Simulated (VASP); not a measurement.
Crystal: Zr2AgAs3.

```
Zr Ag As
1.0
     3.93981    0.00000    0.00000
    -1.96990    3.41198    0.00000
     0.00000    0.00000    9.74420
Zr Ag As
2 1 3
Direct
  0.33333 0.66667 0.67902
  0.66667 0.33333 0.32098
  0.00000 0.00000 0.00000
  0.33333 0.66667 0.14299
  0.66667 0.33333 0.85701
  0.00000 0.00000 0.50000
```

- Program: VASP 6.6.1
- Task: relaxation of cell and atoms
- Functional: PBEsol
- Potentials or basis: VASP PAW PBE potentials, release 64 (Zr_sv, Ag, As)
- Cutoff: 600 eV
- k mesh: 6 × 6 × 2
- Occupations: fermi-dirac, width 0.03 eV
- Spin: no spin polarisation

At the start: pressure -7.8 GPa; volume 21.83 Å³/atom.

**Question.** Where does the relaxation end?

**Answer.** Over 18 steps the energy falls by 134.4 meV/atom and the volume is 20.29 Å³/atom (-7.1 %); space group P-3m1 (No. 164, to 0.1 Å) before and after.

Step by step:
```
step  energy change (eV)  largest force (eV/Å)  pressure (GPa)  volume (Å³)
   1              0.0000                1.8737           -7.84       130.99
   2             -0.3200                0.9781            9.73       111.76
   3             -0.4683                1.3961            2.12       118.14
   4             -0.6625                0.7065            1.34       119.20
   5             -0.7525                0.4336            0.91       121.19
   6             -0.7616                0.4115            0.93       120.74
   7             -0.7797                0.1245           -1.39       123.26
   8             -0.7803                0.1675           -1.04       122.86
   9             -0.7985                0.0927           -0.31       121.93
  10             -0.8039                0.0738            0.27       121.18
  11             -0.8039                0.0760            0.36       121.07
  12             -0.8056                0.0863           -0.18       121.75
  13             -0.8056                0.0852           -0.13       121.69
  14             -0.8064                0.0208            0.10       121.55
  15             -0.8064                0.0194            0.10       121.55
  16             -0.8065                0.0091           -0.07       121.79
  17             -0.8065                0.0105           -0.05       121.76
  18             -0.8066                0.0069            0.00       121.72
```

Final structure:
```
Zr Ag As
1.0
     3.82799    0.00000    0.00000
    -1.91400    3.31514    0.00000
     0.00000    0.00000    9.59162
Zr Ag As
2 1 3
Cartesian
  0.0000 2.2101 6.3891
  1.9140 1.1050 3.2025
  3.8280 0.0000 0.0000
  0.0000 2.2101 1.6460
  1.9140 1.1050 7.9457
  3.8280 0.0000 4.7958
```

Caveat: the PAW data sets were made with another functional, which shifts forces and pressure a little.
